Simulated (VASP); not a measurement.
Crystal: In.

```
In
1.0
     3.25407    0.00000    0.00000
     1.40046    3.09010    0.00000
     0.90036    0.68601    8.24858
In
3
Cartesian
  4.2193 2.8168 5.5049
  2.7220 1.8225 2.7515
  1.0654 0.8529 8.2408
```

```yaml
Program: VASP 6.6.1
Task: relaxation of cell and atoms
Functional: PBE
Potentials_or_basis: VASP PAW PBE potentials, release 64 (In_d)
Cutoff: 600 eV
k_mesh: 6 × 6 × 2
Occupations: gaussian, width 0.1 eV
Spin: no spin polarisation
```

At the start: pressure -0.3 GPa; volume 27.65 Å³/atom.

**Question.** Where does the relaxation end?

**Answer.** Over 15 steps the energy falls by 27.8 meV/atom and the volume is 27.16 Å³/atom (-1.8 %); space group P1 (No. 1, to 0.1 Å) before, P-1 (No. 2, to 0.1 Å).

Step by step:
| step | energy change (eV) | largest force (eV/Å) | pressure (GPa) | volume (Å³) |
| --- | --- | --- | --- | --- |
| 1 | 0.0000 | 0.0180 | -0.28 | 82.94 |
| 2 | -0.0202 | 0.0253 | -0.09 | 82.34 |
| 3 | -0.0241 | 0.0409 | 0.05 | 82.00 |
| 4 | -0.0312 | 0.0359 | 0.52 | 81.27 |
| 5 | -0.0433 | 0.0414 | -0.02 | 82.30 |
| 6 | -0.0437 | 0.0491 | -0.14 | 82.54 |
| 7 | -0.0557 | 0.0527 | -0.30 | 82.39 |
| 8 | -0.0757 | 0.0649 | -0.16 | 81.84 |
| 9 | -0.0773 | 0.0592 | -0.23 | 82.04 |
| 10 | -0.0780 | 0.0618 | -0.19 | 81.98 |
| 11 | -0.0799 | 0.0423 | 0.20 | 81.09 |
| 12 | -0.0817 | 0.0499 | 0.04 | 81.44 |
| 13 | -0.0828 | 0.0394 | -0.01 | 81.49 |
| 14 | -0.0830 | 0.0414 | 0.00 | 81.48 |
| 15 | -0.0834 | 0.0396 | 0.00 | 81.48 |

Final structure:
```xyz
3
Lattice="3.3797 0.1412 0.0185 1.5804 3.0364 0.0352 0.9911 0.7722 8.1287" Properties=species:S:1:pos:R:3 pbc="T T T"
In    4.5185    2.9577    5.4612
In    2.9085    1.9057    2.7549
In    1.1687    0.9177    8.1129
```

Caveat: the k points lie up to 0.39 Å⁻¹ apart in the final cell, too coarse for converged energies and pressures of a metal.
